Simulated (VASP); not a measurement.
MnHg, 2 atoms in the cell. The structure is tetragonal, space group P4/mmm (No. 123). The conventional cell has a = 3.198 Å, b = 3.198 Å, c = 3.222 Å, α = 90.00°, β = 90.00°, γ = 90.00°. Within 3.7 Å of Mn (site symmetry 4/mmm) lie 8 Hg at 2.78 Å and 6 Mn at 3.20 to 3.22 Å. Hg (site symmetry 4/mmm) has 8 Mn at 2.78 Å and 6 Hg at 3.20 to 3.22 Å within 3.7 Å. 

```yaml
Program: VASP 6.6.1
Task: single point
Functional: LDA
Potentials_or_basis: VASP PAW LDA potentials, release 64 (Mn_pv, Hg)
Cutoff: 520 eV
k_mesh: 9 × 9 × 9
Occupations: gaussian, width 0.3 eV
Spin: collinear spin, ferromagnetic start
Starting_moments: "[4.0, 0.0] μB"
Dipole_correction: no
Further_INCAR_settings: ALGO = Normal; EDIFF = 1e-06; NBANDS = 24
```

Potentials or basis: VASP PAW LDA potentials, release 64 (Mn_pv, Hg).

Launch:

```console
$ cat potpaw_LDA.64/Mn_pv/POTCAR potpaw_LDA.64/Hg/POTCAR > POTCAR
$ mpirun -np 1 vasp_std > vasp.out
```

Hardware: 1 thread of Intel(R) Xeon(R) Platinum 8259CL CPU @ 2.50GHz (Skylake/Cascade Lake), on a shared host.

Q: Estimate the wall time of this run.

A: Run time: 120 s on 1 thread of Intel(R) Xeon(R) Platinum 8259CL CPU @ 2.50GHz (Skylake/Cascade Lake), on a shared host, peak memory 0.2 GiB. Counts: scf iterations 13, k points 75.
